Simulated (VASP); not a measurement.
Here is a VASP 6.6.1 calculation.

The input INCAR:

```
SYSTEM = KTaO3
PREC     = Accurate       ! precision mode
ENCUT    = 700            ! plane-wave cutoff, eV
EDIFF    = 1E-6           ! SCF threshold, eV
ISMEAR   = 0              ! smearing method
SIGMA    = 0.05           ! smearing width, eV
LREAL    = .False.        ! projectors in reciprocal space
LASPH    = .True.         ! aspherical terms in the spheres
NELM     = 120            ! most SCF steps
ALGO     = Normal         ! electronic algorithm
ISIF     = 2              ! what is computed and relaxed
LWAVE    = .False.        ! write WAVECAR
LCHARG   = .True.         ! write CHGCAR
GGA      = PS             ! functional
LELF     = .True.         ! ELF
LVHAR    = .True.       
NBANDS   = 28             ! bands
GGA_COMPAT= .False.
```

KPOINTS

```
Automatic mesh
0
Gamma
  8 8 8
  0 0 0
```

Contents of POSCAR:

```
KTaO3
1.0
    3.9853580911      0.0000000000      0.0000000000
    0.0000000000      3.9853580911      0.0000000000
    0.0000000000      0.0000000000      3.7661633961
K Ta O
1 1 3
Direct
    0.5000000000      0.5000000000      0.5000000000
    0.0000000000      0.0000000000      0.0000000000
    0.5000000000      0.0000000000      0.0000000000
    0.0000000000      0.5000000000      0.0000000000
    0.0000000000      0.0000000000      0.5000000000
```

Potentials or basis: VASP PAW PBE potentials, release 64 (K_sv, Ta_sv_GW, O).

The run is started by

```bash
$ cat potpaw_PBE.64/K_sv/POTCAR potpaw_PBE.64/Ta_sv_GW/POTCAR potpaw_PBE.64/O/POTCAR > POTCAR
$ mpirun -np 1 vasp_std > vasp.out
```

(1) Predict the band gap on the k mesh.

(2) Estimate the pressure.

## Answers

(1) 2.13 eV (least direct gap 2.67 eV).

(2) 14.9 GPa.

Caveat: the cell differs from its parent crystal (normal strain along x +0.0000, normal strain along z -0.0550); the stress differs along the axes, from 5 to 34 GPa; the PAW data sets were made with another functional, which shifts forces and pressure a little; spin-orbit coupling is left out, which moves the levels of the heavy elements.
